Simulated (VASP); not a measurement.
Input of a VASP 6.6.1 run:

Contents of INCAR:

```
SYSTEM = MgBeS3
ALGO = Normal ; EDIFF = 1E-7
ENCUT = 520 ; GGA = PE
ISIF = 2 ; ISMEAR = 0
LASPH = .True. ; LCHARG = .False.
LREAL = .False. ; LWAVE = .False.
NBANDS = 33 ; NELM = 60
PREC = Accurate ; SIGMA = 0.1
```

File KPOINTS:

```
k-points
0
Gamma
  4 2 2
  0 0 0
```

POSCAR

```
MgBeS3
1.0
    1.8729572970     -3.2440571989      0.0000000000
   -5.6188718911     -3.2440571988      0.0000000000
    0.0000000000      0.0000000000     -7.4588167739
Mg Be S
2 2 6
Direct
    0.0000000000      0.6666666667      0.7910326713
    0.5000000000      0.1666666667      0.7910326713
    0.5000000000      0.8333333333      0.3550113946
    0.0000000000      0.3333333333      0.3550113946
    0.5000000000      0.8333333333      0.6208201131
    0.0000000000      0.3333333333      0.6208201131
    0.5000000000      0.5000000000      0.9798896159
    1.0000000000      0.0000000000      0.9798896159
    0.5000000000      0.5000000000      0.2632462051
    1.0000000000      0.0000000000      0.2632462051
```

Potentials or basis: VASP PAW PBE potentials, release 64 (Mg, Be, S).

Launch:

```bash
$ cat potpaw_PBE.64/Mg/POTCAR potpaw_PBE.64/Be/POTCAR potpaw_PBE.64/S/POTCAR > POTCAR
$ mpirun -np 1 vasp_std > vasp.out
```

Estimate the band gap on the k mesh.

1.46 eV.

What does it give for the largest force?

0.090 eV/Å.

What does it give for the pressure?

-0.2 GPa.

Stress tensor (GPa, compression positive):
```
-0.07 -0.10  0.00
-0.10  0.04  0.00
 0.00  0.00 -0.46
```

Caveat: the k points lie up to 0.48 Å⁻¹ apart. A k mesh can miss the band edges.
